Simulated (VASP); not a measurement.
Input of a VASP 6.6.1 run:

File INCAR:

```
PREC = Accurate ; ENCUT = 520
EDIFF = 1E-6 ; ISMEAR = 0
SIGMA = 0.1 ; LREAL = F
LASPH = T ; NELM = 100
ALGO = Fast ; ISIF = 2
LWAVE = F ; LCHARG = T
GGA = PE ; LELF = T
LVHAR = T ; NBANDS = 20
```

KPOINTS

```
regular mesh
0
Gamma
  4 4 4
```

Contents of POSCAR:

```
TlI2
1.0
    0.0000000000      4.0444861574      4.0444861574
    4.0444861574      0.0000000000      4.0444861574
    4.0444861574      4.0444861574      0.0000000000
Tl I
1 2
Direct
    0.0000000000      0.0000000000      0.0000000000
    0.2500000000      0.2500000000      0.2500000000
    0.7500000000      0.7500000000      0.7500000000
```

Potentials or basis: VASP PAW PBE potentials, release 64 (Tl_d, I).

The run is started by

```console
$ cat potpaw_PBE.64/Tl_d/POTCAR potpaw_PBE.64/I/POTCAR > POTCAR
$ mpirun -np 1 vasp_std > vasp.out
```

Problem. Predict the band gap on the k mesh.

Solution. Zero (an odd number of electrons rules out a gap without spin polarisation).

Problem. Predict the pressure.

Solution. 0.3 GPa.

Caveat: spin-orbit coupling is left out, which moves the levels of the heavy elements; an odd number of electrons without spin polarisation forces a metal; a magnetic or distorted state may lie lower.
